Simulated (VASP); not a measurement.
# GaN (Imm2) in VASP: single point with r2SCAN

Aim: the single point of GaN with r2SCAN.

Program: VASP 6.6.1. These are calculated values, not measurements. Logs are shortened: lines on timing, memory, paths and dates and some standing lists are left out, and cuts for length are marked.

### Step 1. The cell of the first run

The structure is orthorhombic, space group Imm2 (No. 44). Conventional cell: a = 3.142 Å, b = 3.219 Å, c = 4.498 Å, α = 90.00°, β = 90.00°, γ = 90.00°. Ga (site symmetry mm2) has 4 N at 1.94 to 1.95 Å within 2.6 Å. Within 2.6 Å of N (site symmetry mm2) lie 4 Ga at 1.94 to 1.95 Å.

### Step 2. Single point, r2SCAN (shear xy strain -2.4%)

Contents of POSCAR:

```
GaN
1.0
   -0.0270998791      2.2489526240      2.2489526240
    2.2489526240     -0.0270998791      2.2489526240
    2.2218527448      2.2218527448      0.0000000000
Ga N
1 1
Direct
    0.0017454298      0.0017454298     -0.0017454298
    0.7482545702      0.7482545702      0.7517454298
```

Contents of INCAR.step1:

```
SYSTEM = GaN
ALGO = Normal ; EDIFF = 1E-5
ENCUT = 910 ; GGA = PE
GGA_COMPAT = .FALSE. ; ISMEAR = 0
LASPH = .TRUE. ; LCHARG = .FALSE.
LREAL = .FALSE. ; LWAVE = .TRUE.
NBANDS = 16 ; NELM = 120
PREC = Accurate ; SIGMA = 0.01
```

Contents of INCAR.step2:

```
SYSTEM = GaN
ALGO = Normal ; EDIFF = 1E-6
ENCUT = 910 ; GGA_COMPAT = .FALSE.
ISIF = 2 ; ISMEAR = 0
ISTART = 1 ; LASPH = .TRUE.
LCHARG = .TRUE. ; LELF = .TRUE.
LMIXTAU = .TRUE. ; LREAL = .FALSE.
LVHAR = .TRUE. ; LWAVE = .FALSE.
METAGGA = R2SCAN ; NBANDS = 16
NELM = 120 ; PREC = Accurate
SIGMA = 0.01
```

Contents of KPOINTS:

```
k-points
0
G
  10 10 10
  0 0 0
```

Potentials or basis: VASP PAW PBE potentials, release 64 (Ga_d, N_h).

The run is started by

```sh
> cat potpaw_PBE.64/Ga_d/POTCAR potpaw_PBE.64/N_h/POTCAR > POTCAR
> cp INCAR.step1 INCAR
> mpirun -np 1 vasp_std > vasp.out
> cp INCAR.step2 INCAR
> mpirun -np 1 vasp_std > vasp.out
```

OUTCAR:

```text
SYSTEM = GaN
   EDIFF = 1E-6
   ENCUT = 910
   ISIF = 2
   ISMEAR = 0
   ISTART = 1
   LASPH = .TRUE.
   LREAL = .FALSE.
   METAGGA = R2SCAN
   NELM = 120
   PREC = Accurate

 ion  position               nearest neighbor table
   1  0.002  0.002  0.998-   2 1.94   2 1.94   2 1.95   2 1.95
   2  0.748  0.748  0.752-   1 1.94   1 1.94   1 1.95   1 1.95

  LATTYP: Found a body centered orthorhombic cell.
 ALAT       =     3.1421742853
 B/A-ratio  =     1.0243939471
 C/A-ratio  =     1.4314626878

  Lattice vectors:

 A1 = (   0.0270998791,  -2.2489526240,  -2.2489526240)
 A2 = (  -0.0270998792,   2.2489526239,  -2.2489526240)
 A3 = (   2.2489526240,  -0.0270998791,   2.2489526240)

Analysis of symmetry for initial positions (statically):
=====================================================================
 Subroutine PRICEL returns:
 Original cell was already a primitive cell.

 Routine SETGRP: Setting up the symmetry group for a
 body centered orthorhombic supercell.

 Subroutine GETGRP returns: Found  4 space group operations
 (whereof  4 operations were pure point group operations)
 out of a pool of  8 trial point group operations.

The static configuration has the point symmetry C_2v.

Analysis of symmetry for dynamics (positions and initial velocities):
=====================================================================
 Subroutine PRICEL returns:
 Original cell was already a primitive cell.

 Routine SETGRP: Setting up the symmetry group for a
 body centered orthorhombic supercell.

 Subroutine GETGRP returns: Found  4 space group operations
 (whereof  4 operations were pure point group operations)
 out of a pool of  8 trial point group operations.

The dynamic configuration has the point symmetry C_2v.

 Subroutine INISYM returns: Found  4 space group operations
 (whereof  4 operations are pure point group operations),
 and found     1 'primitive' translations

----------------------------------------------------------------------------------------

                                     Primitive cell

  volume of cell :      22.7461

  direct lattice vectors                    reciprocal lattice vectors
    -0.027099879  2.248952624  2.248952624    -0.219678588  0.219678588  0.222325715
     2.248952624 -0.027099879  2.248952624     0.219678588 -0.219678588  0.222325715
     2.221852745  2.221852745  0.000000000     0.225037416  0.225037416 -0.222325715

  length of vectors
     3.180614754  3.180614754  3.142174285     0.382028909  0.382028909  0.388216950

  position of ions in fractional coordinates (direct lattice)
     0.001745430  0.001745430  0.998254570
     0.748254570  0.748254570  0.751745430

  ion indices of the primitive-cell ions
   primitive index   ion index
                 1           1
                 2           2

----------------------------------------------------------------------------------------

 KPOINTS: k-points

Automatic generation of k-mesh.
 Grid dimensions read from file:
 generate k-points for:   10   10   10

 Generating k-lattice:

  Cartesian coordinates                     Fractional coordinates (reciprocal lattice)
    -0.021967859  0.021967859  0.022232571     0.100000000  0.000000000  0.000000000
     0.021967859 -0.021967859  0.022232571     0.000000000  0.100000000  0.000000000
     0.022503742  0.022503742 -0.022232571     0.000000000  0.000000000  0.100000000

  Length of vectors
     0.038202891  0.038202891  0.038821695

  Shift w.r.t. Gamma in fractional coordinates (k-lattice)
     0.000000000  0.000000000  0.000000000

 Subroutine IBZKPT returns following result:
 ===========================================

 Found    171 irreducible k-points:

 Following reciprocal coordinates:
            Coordinates               Weight
  0.000000  0.000000  0.000000      1.000000
  0.100000  0.000000  0.000000      4.000000
  0.200000  0.000000  0.000000      4.000000
  0.300000  0.000000  0.000000      4.000000
  0.400000 -0.000000  0.000000      4.000000
  0.500000  0.000000  0.000000      2.000000
[... 16 lines left out ...]
  0.300000  0.300000  0.000000      2.000000
  0.400000  0.300000  0.000000      4.000000
 [... further k-points ...]
   k-points           NKPTS =    171   k-points in BZ     NKDIM =    171   number of bands    NBANDS=     16
   number of dos      NEDOS =    301   number of ions     NIONS =      2
   total plane-waves  NPLWV =  32768
   dimension x,y,z NGX =    32 NGY =   32 NGZ =   32
   dimension x,y,z NGXF=    64 NGYF=   64 NGZF=   64
   ions per type =               1   1
   NGX,Y,Z   is equivalent  to a cutoff of  16.73, 16.73, 16.93 a.u.
   NGXF,Y,Z  is equivalent  to a cutoff of  33.45, 33.45, 33.86 a.u.
 SYSTEM =  GaN
   PREC   = accura    normal or accurate (medium, high low for compatibility)
   ISTART =      1    job   : 0-new  1-cont  2-samecut
   ICHARG =      0    charge: 1-file 2-atom 10-const
   ISPIN  =      1    spin polarized calculation?
   LNONCOLLINEAR =      F non collinear calculations
   LSORBIT =      F    spin-orbit coupling
   LASPH  =      T    aspherical Exc in radial PAW
   ENCUT  =  910.0 eV  66.88 Ry    8.18 a.u.   7.82  7.82  7.73*2*pi/ulx,y,z
   NELM   =    120;   NELMIN=  2; NELMDL=  0     # of ELM steps
   EDIFF  = 0.1E-05   stopping-criterion for ELM
   LREAL  =      F    real-space projection
   EDIFFG = 0.1E-04   stopping-criterion for IOM
   NSW    =      0    number of steps for IOM
   IBRION =     -1    ionic relax: 0-MD 1-quasi-New 2-CG
   NFREE  =      0    steps in history (QN), initial steepest desc. (CG)
   ISIF   =      2    stress and relaxation
   ISYM   =      2    0-nonsym 1-usesym 2-fastsym
   POTIM  = 0.5000    time-step for ionic-motion
   TEBEG  =    0.0;   TEEND  =   0.0 temperature during run
   PSTRESS=    0.0 pullay stress
   NELECT =      18.0000    total number of electrons
   NUPDOWN=      -1.0000    fix difference up-down
   EMIN   =  10.00;   EMAX   =-10.00  energy-range for DOS
   EFERMI =   0.00;   METHOD = LEGACY
   ISMEAR =     0;   SIGMA  =   0.01  broadening in eV -4-tet -1-fermi 0-gaus
   EFERMI_NEDOS =   21; number of points for ismear=-14 and -15
   IALGO  =     38    algorithm
   IMIX   =      4    mixing-type and parameters
     AMIX     =   0.40;   BMIX     =  1.00
     AMIX_MAG =   1.60;   BMIX_MAG =  1.00
  volume/ion in A,a.u.               =      11.37        76.75
  Fermi-wavevector in a.u.,A,eV,Ry     =   1.514246  2.861510 31.197348  2.292940
  Thomas-Fermi vector in A             =   2.623929
   LORBIT       =      0    0 simple, 1 ext, 2 COOP (PROOUT), +10 PAW based schemes
   METAGGA = R2SCAN    functional components
   LHFCALC =     F    Hartree Fock is set to
   AEXX    =    0.0000 exact exchange contribution
   IVDW    =     0    specifies the selected vdW correction
   LEPSILON=     F    determine dielectric tensor
   LRPA    =     F    only Hartree local field effects (RPA)
 non-spin polarized calculation
 Gauss-broadening in eV      SIGMA  =   0.01
  energy-cutoff  :      910.00
  volume of cell :       22.75
 maximum number of plane-waves:      1432
   NGX = 15   NGY = 15   NGZ = 15

 number of electron      18.0000001 magnetization

 Free energy of the ion-electron system (eV)
  ---------------------------------------------------
  ext. energy  EPLUGINS =         0.00000000
  ---------------------------------------------------
  free energy    TOTEN  =       -21.88950203 eV

  energy without entropy =      -21.88950203  energy(sigma->0) =      -21.88950203

 E-fermi :   5.5495     XC(G=0): -12.6634

 val. band max:        5.4628819708   @ k =   0.0000   0.0000   0.0000
 cond. band min:       7.5282041185   @ k =   0.0000   0.0000   0.0000
 fundamental gap:      2.0653221477
 Fermi energy:         5.5495151406

 k-point     1 :       0.0000    0.0000    0.0000
  band No.  band energies     occupation
      1     -11.4045      2.00000
      2      -8.4583      2.00000
      3      -8.4560      2.00000
      4      -8.4516      2.00000
      5      -8.0981      2.00000
      6      -8.0977      2.00000
[... 8 lines left out ...]
     15      25.0409      0.00000
     16      25.1900      0.00000

 k-point     2 :       0.1000    0.0000    0.0000
  band No.  band energies     occupation
      1     -11.2948      2.00000
      2      -8.4432      2.00000
      3      -8.4378      2.00000
      4      -8.4173      2.00000
      5      -8.0992      2.00000
      6      -8.0984      2.00000
[... 8 lines left out ...]
     15      23.8924      0.00000
     16      23.9431      0.00000

 k-point     3 :       0.2000    0.0000    0.0000
  band No.  band energies     occupation
      1     -11.0130      2.00000
      2      -8.4111      2.00000
      3      -8.4053      2.00000
      4      -8.2582      2.00000
      5      -8.0978      2.00000
      6      -8.0960      2.00000
[... 8 lines left out ...]
     15      22.8673      0.00000
     16      23.1745      0.00000

 k-point     4 :       0.3000    0.0000    0.0000
  band No.  band energies     occupation
      1     -10.6942      2.00000
      2      -8.3810      2.00000
      3      -8.3747      2.00000
      4      -8.0865      2.00000
      5      -8.0824      2.00000
      6      -7.8901      2.00000
[... 8 lines left out ...]
     15      23.3081      0.00000
     16      23.7771      0.00000

 k-point     5 :       0.4000   -0.0000    0.0000
  band No.  band energies     occupation
      1     -10.4809      2.00000
      2      -8.3659      2.00000
      3      -8.3594      2.00000
      4      -8.0664      2.00000
      5      -8.0610      2.00000
      6      -7.3375      2.00000
[... 8 lines left out ...]
     15      24.7649      0.00000
     16      25.3236      0.00000

 k-point     6 :       0.5000    0.0000    0.0000
  band No.  band energies     occupation
      1     -10.4130      2.00000
      2      -8.3623      2.00000
      3      -8.3558      2.00000
      4      -8.0563      2.00000
      5      -8.0503      2.00000
      6      -7.0132      2.00000
[... 8 lines left out ...]
     15      25.8553      0.00000
     16      26.4516      0.00000

 k-point     7 :       0.1000    0.1000    0.0000
  band No.  band energies     occupation
      1     -11.2558      2.00000
      2      -8.4299      2.00000
      3      -8.4252      2.00000
      4      -8.4193      2.00000
      5      -8.1085      2.00000
      6      -8.0901      2.00000
[... 8 lines left out ...]
     15      25.4990      0.00000
     16      25.7431      0.00000

 k-point     8 :       0.2000    0.1000    0.0000
  band No.  band energies     occupation
      1     -11.0305      2.00000
      2      -8.4079      2.00000
      3      -8.3915      2.00000
      4      -8.3076      2.00000
      5      -8.1084      2.00000
      6      -8.0821      2.00000
[... 8 lines left out ...]
     15      24.8745      0.00000
     16      25.1086      0.00000

 k-point     9 :       0.3000    0.1000    0.0000
  band No.  band energies     occupation
      1     -10.7271      2.00000
      2      -8.3806      2.00000
      3      -8.3573      2.00000
      4      -8.1536      2.00000
      5      -8.0690      2.00000
      6      -7.9505      2.00000
[... 8 lines left out ...]
     15      24.0182      0.00000
     16      25.1856      0.00000
[... 172 lines left out ...]
 k-point    19 :       0.5000    0.2000    0.0000
  band No.  band energies     occupation
      1     -10.3261      2.00000
      2      -8.3375      2.00000
      3      -8.2781      2.00000
      4      -8.1447      2.00000
      5      -8.0459      2.00000
      6      -6.8999      2.00000
[... 8 lines left out ...]
     15      26.5831      0.00000
     16      27.3490      0.00000

 k-point    20 :      -0.4000    0.2000    0.0000
  band No.  band energies     occupation
      1     -10.3183      2.00000
      2      -8.3430      2.00000
      3      -8.2847      2.00000
      4      -8.1139      2.00000
      5      -8.0690      2.00000
      6      -6.7978      2.00000
[... 8 lines left out ...]
     15      25.2553      0.00000
     16      26.6161      0.00000

 k-point    21 :      -0.3000    0.2000    0.0000
  band No.  band energies     occupation
      1     -10.4085      2.00000
      2      -8.3477      2.00000
      3      -8.3062      2.00000
      4      -8.1057      2.00000
      5      -8.1002      2.00000
      6      -7.2242      2.00000
[... 8 lines left out ...]
     15      23.5743      0.00000
     16      27.0178      0.00000

 k-point    22 :      -0.2000    0.2000    0.0000
  band No.  band energies     occupation
      1     -10.5993      2.00000
      2      -8.3596      2.00000
      3      -8.3457      2.00000
      4      -8.1167      2.00000
      5      -8.1151      2.00000
      6      -7.7307      2.00000
[... 8 lines left out ...]
     15      23.7164      0.00000
     16      27.1198      0.00000

 k-point    23 :       0.3000    0.3000    0.0000
  band No.  band energies     occupation
      1     -10.4872      2.00000
      2      -8.2815      2.00000
      3      -8.2574      2.00000
      4      -8.2495      2.00000
      5      -8.0451      2.00000
      6      -7.7010      2.00000
[... 8 lines left out ...]
     15      28.2698      0.00000
     16      29.0073      0.00000

 k-point    24 :       0.4000    0.3000    0.0000
  band No.  band energies     occupation
      1     -10.3421      2.00000
      2      -8.3013      2.00000
      3      -8.2209      2.00000
      4      -8.2068      2.00000
      5      -8.0350      2.00000
      6      -7.2842      2.00000
[... 8 lines left out ...]
     15      28.8265      0.00000
     16      28.8318      0.00000

 [... further k-points ...]
[... 5 lines left out ...]
  --------------------------------------------------------------------------------------
  -------------------------------------------------------------------------------------
  Total        0.1601632      0.1601632      0.1512923      0.5574796      0.0000000      0.0000000
  in kB       11.2814656     11.2814656     10.6566202     39.2673589      0.0000000      0.0000000
  external PRESSURE =      11.0731838 kB  Pullay stress =       0.0000000 kB

 VOLUME and BASIS-vectors are now :
 -----------------------------------------------------------------------------
  energy-cutoff  :      910.00
  volume of cell :       22.75
      direct lattice vectors                 reciprocal lattice vectors
    -0.027099879  2.248952624  2.248952624    -0.219678588  0.219678588  0.222325715
     2.248952624 -0.027099879  2.248952624     0.219678588 -0.219678588  0.222325715
     2.221852745  2.221852745  0.000000000     0.225037416  0.225037416 -0.222325715

 POSITION                                       TOTAL-FORCE (eV/Angst)
 -----------------------------------------------------------------------------------
      2.22185      2.22185      0.00785         0.000000      0.000000      0.007868
      3.33278      3.33278      3.36558        -0.000000     -0.000000     -0.007868
 -----------------------------------------------------------------------------------
    total drift:                                0.000000      0.000000      0.002864

  FREE ENERGIE OF THE ION-ELECTRON SYSTEM (eV)
  ---------------------------------------------------
  free  energy   TOTEN  =       -21.8895020295 eV

  energy  without entropy=      -21.8895020295  energy(sigma->0) =      -21.88950203
```

Run time: 4.3 min. Hardware: 1 thread of Intel Xeon Platinum 8259CL at 2.50GHz (Skylake/Cascade Lake), shared host; peak memory 0.29 GiB.

What came out:

```
Free energy            : -21.8895 eV
Pressure               : 1.1 GPa
Largest force          : 0.008 eV/Å
Band gap on the k mesh : 2.07 eV
```

Forces in eV/Å, atoms in the order of the input:
```
Ga   0.000  0.000  0.008
N    0.000  0.000 -0.008
```

Stress tensor (GPa, compression positive):
```
1.13 3.93 0.00
3.93 1.13 0.00
0.00 0.00 1.07
```

Levels at points of the mesh, in eV from the valence-band top:
```tsv
k point	band 7	band 8	band 9	band 10	band 11	band 12
(0.00, 0.00, 0.00)	-0.16	-0.08	0.00	2.07	10.69	10.98
(0.50, 0.00, 0.00)	-7.32	-1.07	-0.98	5.24	9.33	11.05
(0.50, 0.50, 0.00)	-6.32	-3.05	-2.71	3.66	7.24	12.54
(0.00, 0.00, 0.50)	-7.23	-1.18	-1.10	5.01	9.42	10.78
(0.50, 0.00, 0.50)	-6.32	-2.88	-2.88	3.69	7.20	12.51
```

Caveat: the cell differs from its parent crystal (shear xy strain -2.4%); the PAW data sets were made with another functional, which shifts forces and pressure a little.
